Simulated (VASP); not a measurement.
# C (R-3m) in VASP: notebook

The runs below take C through single point, with PBE.

All numbers are computed with VASP 6.6.1; they aren't measurements. Logs are shortened: lines on timing, memory, paths and dates and some standing lists are left out, and cuts for length are marked.

**1. The cell of the first run**

It takes space group R-3m (No. 166, trigonal). The conventional cell has a = 2.843 Å, b = 2.843 Å, c = 6.964 Å, α = 90.00°, β = 90.00°, γ = 120.00°. C (site symmetry 3m) has 4 C at 1.43 to 1.87 Å within 1.9 Å.

**2. Single point, PBE (shortest bond scaled by 0.82)**

The input, INCAR:

```
  ALGO = Normal
  EDIFF = 1E-6
  ENCUT = 520
  GGA = PE
  ISIF = 2
  ISMEAR = -1
  LASPH = True
  LCHARG = True
  LELF = True
  LREAL = False
  LVHAR = True
  LWAVE = False
  NBANDS = 11
  NELM = 80
  PREC = Accurate
  SIGMA = 0.05
```

The input, KPOINTS:

```
k-points
0
Gamma
  13 13 13
```

The input, POSCAR:

```
C
1.0
    0.0000000000      2.0103628793      2.0103628793
    2.0103628793      0.0000000000      2.0103628793
    2.0103628793      2.0103628793      0.0000000000
C
2
Direct
   -0.1925000000     -0.1025000000     -0.1025000000
    0.1925000000      0.1025000000      0.1025000000
```

Potentials or basis: VASP PAW PBE potentials, release 64 (C).

Started as:

```sh
$ cat potpaw_PBE.64/C/POTCAR > POTCAR
$ mpirun -np 1 vasp_std > vasp.out
```

OUTCAR:

```text
EDIFF = 1E-6
   ENCUT = 520
   GGA = PE
   ISIF = 2
   ISMEAR = -1
   LASPH = True
   LREAL = False
   NELM = 80
   PREC = Accurate

 ion  position               nearest neighbor table
   1  0.807  0.898  0.898-   2 1.43   2 1.87   2 1.87   2 1.87
   2  0.193  0.102  0.102-   1 1.43   1 1.87   1 1.87   1 1.87

  LATTYP: Found a face centered cubic cell.
 ALAT       =     4.0207257586

  Lattice vectors:

 A1 = (   0.0000000000,   2.0103628793,   2.0103628793)
 A2 = (   2.0103628793,   0.0000000000,   2.0103628793)
 A3 = (   2.0103628793,   2.0103628793,   0.0000000000)

Analysis of symmetry for initial positions (statically):
=====================================================================
 Subroutine PRICEL returns:
 Original cell was already a primitive cell.

 Routine SETGRP: Setting up the symmetry group for a
 face centered cubic supercell.

 Subroutine GETGRP returns: Found 12 space group operations
 (whereof  4 operations were pure point group operations)
 out of a pool of 48 trial point group operations.

The static configuration has the point symmetry C_2h.
 The point group associated with its full space group is D_3d.

Analysis of symmetry for dynamics (positions and initial velocities):
=====================================================================
 Subroutine PRICEL returns:
 Original cell was already a primitive cell.

 Routine SETGRP: Setting up the symmetry group for a
 face centered cubic supercell.

 Subroutine GETGRP returns: Found 12 space group operations
 (whereof  4 operations were pure point group operations)
 out of a pool of 48 trial point group operations.

The dynamic configuration has the point symmetry C_2h.
 The point group associated with its full space group is D_3d.

 Subroutine INISYM returns: Found 12 space group operations
 (whereof  4 operations are pure point group operations),
 and found     1 'primitive' translations

----------------------------------------------------------------------------------------

                                     Primitive cell

  volume of cell :      16.2500

  direct lattice vectors                    reciprocal lattice vectors
     0.000000000  2.010362879  2.010362879    -0.248711317  0.248711317  0.248711317
     2.010362879  0.000000000  2.010362879     0.248711317 -0.248711317  0.248711317
     2.010362879  2.010362879  0.000000000     0.248711317  0.248711317 -0.248711317

  length of vectors
     2.843082449  2.843082449  2.843082449     0.430780638  0.430780638  0.430780638

  position of ions in fractional coordinates (direct lattice)
     0.807500000  0.897500000  0.897500000
     0.192500000  0.102500000  0.102500000

  ion indices of the primitive-cell ions
   primitive index   ion index
                 1           1
                 2           2

----------------------------------------------------------------------------------------

 KPOINTS: k-points

Automatic generation of k-mesh.
 Grid dimensions read from file:
 generate k-points for:   13   13   13

 Generating k-lattice:

  Cartesian coordinates                     Fractional coordinates (reciprocal lattice)
    -0.019131640  0.019131640  0.019131640     0.076923077  0.000000000  0.000000000
     0.019131640 -0.019131640  0.019131640     0.000000000  0.076923077  0.000000000
     0.019131640  0.019131640 -0.019131640     0.000000000  0.000000000  0.076923077

  Length of vectors
     0.033136972  0.033136972  0.033136972

  Shift w.r.t. Gamma in fractional coordinates (k-lattice)
     0.000000000  0.000000000  0.000000000

 Subroutine IBZKPT returns following result:
 ===========================================

 Found    231 irreducible k-points:

 Following reciprocal coordinates:
            Coordinates               Weight
  0.000000  0.000000  0.000000      1.000000
  0.076923  0.000000  0.000000      2.000000
  0.000000  0.076923  0.000000      6.000000
  0.153846  0.000000  0.000000      2.000000
  0.000000  0.153846  0.000000      6.000000
  0.230769  0.000000  0.000000      2.000000
[... 16 lines left out ...]
  0.076923  0.000000  0.307692      6.000000
  0.384615  0.076923  0.000000      6.000000
 [... further k-points ...]
   k-points           NKPTS =    231   k-points in BZ     NKDIM =    231   number of bands    NBANDS=     11
   number of dos      NEDOS =    301   number of ions     NIONS =      2
   total plane-waves  NPLWV =  13824
   dimension x,y,z NGX =    24 NGY =   24 NGZ =   24
   dimension x,y,z NGXF=    48 NGYF=   48 NGZF=   48
   ions per type =               2
   NGX,Y,Z   is equivalent  to a cutoff of  14.03, 14.03, 14.03 a.u.
   NGXF,Y,Z  is equivalent  to a cutoff of  28.07, 28.07, 28.07 a.u.
 SYSTEM =  unknown system
   PREC   = accura    normal or accurate (medium, high low for compatibility)
   ISTART =      0    job   : 0-new  1-cont  2-samecut
   ICHARG =      2    charge: 1-file 2-atom 10-const
   ISPIN  =      1    spin polarized calculation?
   LNONCOLLINEAR =      F non collinear calculations
   LSORBIT =      F    spin-orbit coupling
   LASPH  =      T    aspherical Exc in radial PAW
   ENCUT  =  520.0 eV  38.22 Ry    6.18 a.u.   5.29  5.29  5.29*2*pi/ulx,y,z
   NELM   =     80;   NELMIN=  2; NELMDL= -5     # of ELM steps
   EDIFF  = 0.1E-05   stopping-criterion for ELM
   LREAL  =      F    real-space projection
   EDIFFG = 0.1E-04   stopping-criterion for IOM
   NSW    =      0    number of steps for IOM
   IBRION =     -1    ionic relax: 0-MD 1-quasi-New 2-CG
   NFREE  =      0    steps in history (QN), initial steepest desc. (CG)
   ISIF   =      2    stress and relaxation
   ISYM   =      2    0-nonsym 1-usesym 2-fastsym
   POTIM  = 0.5000    time-step for ionic-motion
   TEBEG  =    0.0;   TEEND  =   0.0 temperature during run
   PSTRESS=    0.0 pullay stress
   NELECT =       8.0000    total number of electrons
   NUPDOWN=      -1.0000    fix difference up-down
   EMIN   =  10.00;   EMAX   =-10.00  energy-range for DOS
   EFERMI =   0.00;   METHOD = LEGACY
   ISMEAR =    -1;   SIGMA  =   0.05  broadening in eV -4-tet -1-fermi 0-gaus
   EFERMI_NEDOS =   21; number of points for ismear=-14 and -15
   IALGO  =     38    algorithm
   IMIX   =      4    mixing-type and parameters
     AMIX     =   0.40;   BMIX     =  1.00
     AMIX_MAG =   1.60;   BMIX_MAG =  1.00
  volume/ion in A,a.u.               =       8.13        54.83
  Fermi-wavevector in a.u.,A,eV,Ry     =   1.292668  2.442789 22.735211  1.670991
  Thomas-Fermi vector in A             =   2.424362
   LORBIT       =      0    0 simple, 1 ext, 2 COOP (PROOUT), +10 PAW based schemes
   GGA     = PE    functional components
   LHFCALC =     F    Hartree Fock is set to
   AEXX    =    0.0000 exact exchange contribution
   IVDW    =     0    specifies the selected vdW correction
   LEPSILON=     F    determine dielectric tensor
   LRPA    =     F    only Hartree local field effects (RPA)
 non-spin polarized calculation
  energy-cutoff  :      520.00
  volume of cell :       16.25
 maximum number of plane-waves:       449
 NGX is ok and might be reduce to    24
   NGX = 11   NGY = 11   NGZ = 11

 number of electron       8.0000000 magnetization

 Free energy of the ion-electron system (eV)
  ---------------------------------------------------
  ext. energy  EPLUGINS =         0.00000000
  ---------------------------------------------------
  free energy    TOTEN  =       -15.57556087 eV

  energy without entropy =      -15.57460680  energy(sigma->0) =      -15.57508384

 E-fermi :   6.8432     XC(G=0): -11.5177

 val. band max:        6.6525978500   @ k =  -0.0769   0.0769   0.0000
 cond. band min:       6.8532510486   @ k =   0.4615   0.4615   0.0000
 fundamental gap:      0.2006531986
 Fermi energy:         6.8432027735

 k-point     1 :       0.0000    0.0000    0.0000
  band No.  band energies     occupation
      1     -12.3997      2.00000
      2       1.4494      2.00000
      3       7.4051      0.00003
      4       7.4051      0.00003
      5       7.4231      0.00002
      6       7.4231      0.00002
      7      10.5703      0.00000
      8      14.7164      0.00000
      9      20.1306      0.00000
     10      27.6004      0.00000
     11      27.6004      0.00000

 k-point     2 :       0.0769    0.0000    0.0000
  band No.  band energies     occupation
      1     -12.2761      2.00000
      2       1.0250      2.00000
      3       6.2706      1.99998
      4       6.2706      1.99998
      5       8.6660      0.00000
      6       8.6660      0.00000
      7      10.6850      0.00000
      8      14.7394      0.00000
      9      20.4516      0.00000
     10      25.9552      0.00000
     11      25.9552      0.00000

 k-point     3 :       0.0000    0.0769    0.0000
  band No.  band energies     occupation
      1     -12.2816      2.00000
      2       1.2942      2.00000
      3       5.8137      2.00000
      4       6.8925      0.54363
      5       7.8885      0.00000
      6       8.3032      0.00000
      7      11.1785      0.00000
      8      14.8711      0.00000
      9      20.3621      0.00000
     10      26.5179      0.00000
     11      27.0896      0.00000

 k-point     4 :       0.1538    0.0000    0.0000
  band No.  band energies     occupation
      1     -11.9067      2.00000
      2      -0.0918      2.00000
      3       5.2841      2.00000
      4       5.2841      2.00000
      5       9.9433      0.00000
      6       9.9433      0.00000
      7      10.8736      0.00000
      8      14.9606      0.00000
      9      21.1394      0.00000
     10      24.5250      0.00000
     11      24.5250      0.00000
[... 239 lines left out ...]
 k-point    22 :       0.0000    0.3077    0.0769
  band No.  band energies     occupation
      1     -10.7778      2.00000
      2      -1.2034      2.00000
      3       1.8690      2.00000
      4       5.4373      2.00000
      5       8.0119      0.00000
      6       9.4579      0.00000
      7      14.5605      0.00000
      8      16.3720      0.00000
      9      21.6929      0.00000
     10      23.2320      0.00000
     11      26.7767      0.00000

 k-point    23 :       0.0769    0.0000    0.3077
  band No.  band energies     occupation
      1     -10.7963      2.00000
      2      -0.8419      2.00000
      3       1.8061      2.00000
      4       4.6473      2.00000
      5       8.5329      0.00000
      6       9.6970      0.00000
      7      13.8407      0.00000
      8      16.1788      0.00000
      9      21.4912      0.00000
     10      25.0142      0.00000
     11      25.8358      0.00000

 k-point    24 :       0.3846    0.0769    0.0000
  band No.  band energies     occupation
      1      -9.6798      2.00000
      2      -4.3408      2.00000
      3       3.1521      2.00000
      4       3.4688      2.00000
      5      11.0317      0.00000
      6      11.8170      0.00000
      7      13.0963      0.00000
      8      16.9890      0.00000
      9      20.8782      0.00000
     10      23.8570      0.00000
     11      24.7730      0.00000

 [... further k-points ...]
[... 5 lines left out ...]
  --------------------------------------------------------------------------------------
  -------------------------------------------------------------------------------------
  Total       -5.8184020     -5.8184020     -5.8184020      0.8532273     -0.8532273      0.8532273
  in kB     -573.6684206   -573.6684206   -573.6684206     84.1243963    -84.1243963     84.1243963
  external PRESSURE =    -573.6684206 kB  Pullay stress =       0.0000000 kB

 VOLUME and BASIS-vectors are now :
 -----------------------------------------------------------------------------
  energy-cutoff  :      520.00
  volume of cell :       16.25
      direct lattice vectors                 reciprocal lattice vectors
     0.000000000  2.010362879  2.010362879    -0.248711317  0.248711317  0.248711317
     2.010362879  0.000000000  2.010362879     0.248711317 -0.248711317  0.248711317
     2.010362879  2.010362879  0.000000000     0.248711317  0.248711317 -0.248711317

 POSITION                                       TOTAL-FORCE (eV/Angst)
 -----------------------------------------------------------------------------------
      3.60860      3.42767      3.42767        -4.030118      4.030118      4.030118
      0.41212      0.59306      0.59306         4.030118     -4.030118     -4.030118
 -----------------------------------------------------------------------------------
    total drift:                                0.000000     -0.000000      0.000000

  FREE ENERGIE OF THE ION-ELECTRON SYSTEM (eV)
  ---------------------------------------------------
  free  energy   TOTEN  =       -15.5755608728 eV

  energy  without entropy=      -15.5746068033  energy(sigma->0) =      -15.57508384
```

It took 95 s on 1 thread of AMD EPYC 7R13, shared host; peak memory 0.12 GiB.

Results:

```
Free energy            : -15.5756 eV
Pressure               : -57.4 GPa
Largest force          : 6.980 eV/Å
Band gap on the k mesh : zero (band 4 reaches 7.41 eV, above the bottom of band 5 at 6.85 eV)
```

Forces in eV/Å, atoms in the order of the input:
```
C   -4.030  4.030  4.030
C    4.030 -4.030 -4.030
```

Stress tensor (GPa, compression positive):
```
-57.37   8.41   8.41
  8.41 -57.37  -8.41
  8.41  -8.41 -57.37
```

Levels at points of the mesh, in eV from the Fermi level:
```
           k point  band 1  band 2  band 3  band 4  band 5  band 6  band 7  band 8  band 9
(0.00, 0.00, 0.00)  -19.24   -5.39    0.56    0.56    0.58    0.58    3.73    7.87   13.29
```

Caveat: the cell differs from its parent crystal (shortest bond scaled by 0.82); forces of over 1 eV/Å act on the atoms, so gaps and moduli don't describe the material at rest.

**3. Single point, PBE (shortest bond scaled by 0.76)**

The input, INCAR:

```
SYSTEM = C
PREC     = Accurate       ! precision mode
ENCUT    = 520            ! plane-wave cutoff, eV
EDIFF    = 1E-7           ! SCF threshold, eV
ISMEAR   = -1             ! smearing method
SIGMA    = 0.05           ! smearing width, eV
LREAL    = .False.        ! projectors in reciprocal space
LASPH    = .True.         ! aspherical terms in the spheres
NELM     = 80             ! most SCF steps
ALGO     = Normal         ! electronic algorithm
ISIF     = 2              ! what is computed and relaxed
LWAVE    = .False.        ! write WAVECAR
LCHARG   = .True.         ! write CHGCAR
GGA      = PE             ! functional
LELF     = .True.         ! ELF
LVHAR    = .True.       
NBANDS   = 11             ! bands
```

The input, KPOINTS:

```
regular mesh
0
Gamma
  13 13 13
  0 0 0
```

The input, POSCAR:

```
C
1.0
    0.0000000000      2.0103628793      2.0103628793
    2.0103628793      0.0000000000      2.0103628793
    2.0103628793      2.0103628793      0.0000000000
C
2
Direct
   -0.2150000000     -0.0950000000     -0.0950000000
    0.2150000000      0.0950000000      0.0950000000
```

Potentials or basis: VASP PAW PBE potentials, release 64 (C).

Started as:

```sh
$ cat potpaw_PBE.64/C/POTCAR > POTCAR
$ mpirun -np 1 vasp_std > vasp.out
```

OUTCAR:

```text
SYSTEM = C
   PREC = Accurate
   ENCUT = 520
   EDIFF = 1E-7
   ISMEAR = -1
   LREAL = .False.
   LASPH = .True.
   NELM = 80
   ISIF = 2
   GGA = PE

 ion  position               nearest neighbor table
   1  0.785  0.905  0.905-   2 1.32   2 1.92   2 1.92   2 1.92
   2  0.215  0.095  0.095-   1 1.32   1 1.92   1 1.92   1 1.92

  LATTYP: Found a face centered cubic cell.
 ALAT       =     4.0207257586

  Lattice vectors:

 A1 = (   0.0000000000,   2.0103628793,   2.0103628793)
 A2 = (   2.0103628793,   0.0000000000,   2.0103628793)
 A3 = (   2.0103628793,   2.0103628793,   0.0000000000)

Analysis of symmetry for initial positions (statically):
=====================================================================
 Subroutine PRICEL returns:
 Original cell was already a primitive cell.

 Routine SETGRP: Setting up the symmetry group for a
 face centered cubic supercell.

 Subroutine GETGRP returns: Found 12 space group operations
 (whereof  4 operations were pure point group operations)
 out of a pool of 48 trial point group operations.

The static configuration has the point symmetry C_2h.
 The point group associated with its full space group is D_3d.

Analysis of symmetry for dynamics (positions and initial velocities):
[... 165 lines left out ...]
 Fermi energy:         6.1558874365

 k-point     1 :       0.0000    0.0000    0.0000
  band No.  band energies     occupation
      1     -12.6914      2.00000
      2       0.3925      2.00000
      3       6.4271      0.00878
      4       6.4271      0.00878
      5       8.2436      0.00000
      6       8.2436      0.00000
      7      10.0973      0.00000
      8      16.6200      0.00000
      9      19.9179      0.00000
     10      27.1361      0.00000
     11      27.1361      0.00000
[... 309 lines left out ...]
 k-point    24 :       0.3846    0.0769    0.0000
  band No.  band energies     occupation
      1     -10.1824      2.00000
      2      -4.6267      2.00000
      3       2.8908      2.00000
      4       3.2475      2.00000
      5      10.8873      0.00000
      6      12.1336      0.00000
      7      13.4620      0.00000
      8      16.2414      0.00000
      9      21.0564      0.00000
     10      24.2552      0.00000
     11      24.3008      0.00000

 [... further k-points ...]
[... 5 lines left out ...]
  --------------------------------------------------------------------------------------
  -------------------------------------------------------------------------------------
  Total       -3.6447844     -3.6447844     -3.6447844      0.0424546     -0.0424546      0.0424546
  in kB     -359.3594386   -359.3594386   -359.3594386      4.1858342     -4.1858342      4.1858342
  external PRESSURE =    -359.3594386 kB  Pullay stress =       0.0000000 kB

 VOLUME and BASIS-vectors are now :
 -----------------------------------------------------------------------------
  energy-cutoff  :      520.00
  volume of cell :       16.25
      direct lattice vectors                 reciprocal lattice vectors
     0.000000000  2.010362879  2.010362879    -0.248711317  0.248711317  0.248711317
     2.010362879  0.000000000  2.010362879     0.248711317 -0.248711317  0.248711317
     2.010362879  2.010362879  0.000000000     0.248711317  0.248711317 -0.248711317

 POSITION                                       TOTAL-FORCE (eV/Angst)
 -----------------------------------------------------------------------------------
      3.63876      3.39751      3.39751        -5.283338      5.283338      5.283338
      0.38197      0.62321      0.62321         5.283338     -5.283338     -5.283338
 -----------------------------------------------------------------------------------
    total drift:                                0.000000      0.000000      0.000000

  FREE ENERGIE OF THE ION-ELECTRON SYSTEM (eV)
  ---------------------------------------------------
  free  energy   TOTEN  =       -14.7365360593 eV

  energy  without entropy=      -14.7336785677  energy(sigma->0) =      -14.73510731
```

Run time: 98 s. Hardware: 1 thread of AMD EPYC 7R13, shared host; peak memory 0.12 GiB.

What came out:

```
Free energy            : -14.7365 eV
Pressure               : -35.9 GPa
Largest force          : 9.151 eV/Å
Band gap on the k mesh : zero (band 4 reaches 6.45 eV, above the bottom of band 5 at 5.82 eV)
```

Forces in eV/Å, atoms in the order of the input:
```
C   -5.283  5.283  5.283
C    5.283 -5.283 -5.283
```

Caveat: the cell differs from its parent crystal (shortest bond scaled by 0.76); forces of over 1 eV/Å act on the atoms, so gaps and moduli don't describe the material at rest.
